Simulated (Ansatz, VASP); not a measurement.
# H24C7SO7: VASP beside Ansatz

```
O C S H
1.0
     8.57489    0.00000    0.00000
     0.00000    8.57489    0.00000
     0.00000    0.00000    8.57489
O C S H
7 7 1 24
Direct
  0.28507 0.04037 0.22293
  0.96057 0.61410 0.93966
  0.83527 0.45822 0.52976
  0.27931 0.59436 0.94585
  0.46111 0.47061 0.17331
  0.74608 0.60497 0.16535
  0.09243 0.31447 0.08947
  0.33072 0.98624 0.33944
  0.95079 0.74975 0.84447
  0.99935 0.43462 0.51062
  0.36298 0.73494 0.91677
  0.42629 0.43979 0.33270
  0.76810 0.75288 0.23817
  0.99340 0.21809 0.99606
  0.39229 0.91355 0.49521
  0.82706 0.77434 0.82317
  0.07223 0.59051 0.95568
  0.00429 0.85251 0.90104
  0.00756 0.73143 0.73047
  0.05950 0.50694 0.59869
  0.78495 0.42751 0.43295
  0.03294 0.31115 0.53148
  0.03888 0.46928 0.39288
  0.33270 0.77513 0.79901
  0.33225 0.54223 0.03374
  0.33213 0.82837 0.00017
  0.49016 0.71565 0.92220
  0.30908 0.38842 0.33820
  0.56717 0.51882 0.16591
  0.50954 0.35596 0.38377
  0.42672 0.54650 0.40450
  0.66606 0.77722 0.31164
  0.82775 0.59516 0.08194
  0.87259 0.75301 0.31310
  0.77906 0.84725 0.15125
  0.88611 0.28435 0.97443
  0.19152 0.26105 0.09958
  0.04639 0.19010 0.88195
  0.96346 0.10758 0.05608
```

Alike in both runs: functional PBE; dispersion D3(BJ); k mesh 1 × 1 × 1; occupations fermi-dirac, width 0.05 eV; no spin polarisation.

Ansatz relaxed the structure, and its values are those at the end. VASP's run is a single point on that final structure, the one shown.

|  | VASP | Ansatz |
| --- | --- | --- |
| version | VASP 6.6.1 | Ansatz 0.2.0 |
| potentials or method | VASP PAW PBE potentials, release 64 (O_h, C_h, S, H_h), cutoff 1000 eV | scalar-relativistic, plane waves, PAW |
| valence electrons in the cell | 100 | 100 |

|  | VASP | Ansatz | Ansatz less VASP |
| --- | --- | --- | --- |
| gap on the k mesh at the Fermi level (eV) | 3.68 | 3.67 | -0.015 |
| rms of the force components (eV/Å) | 0.083 | 0.069 | -0.0142 |

Ansatz's warnings: xc potential rough in thin density.
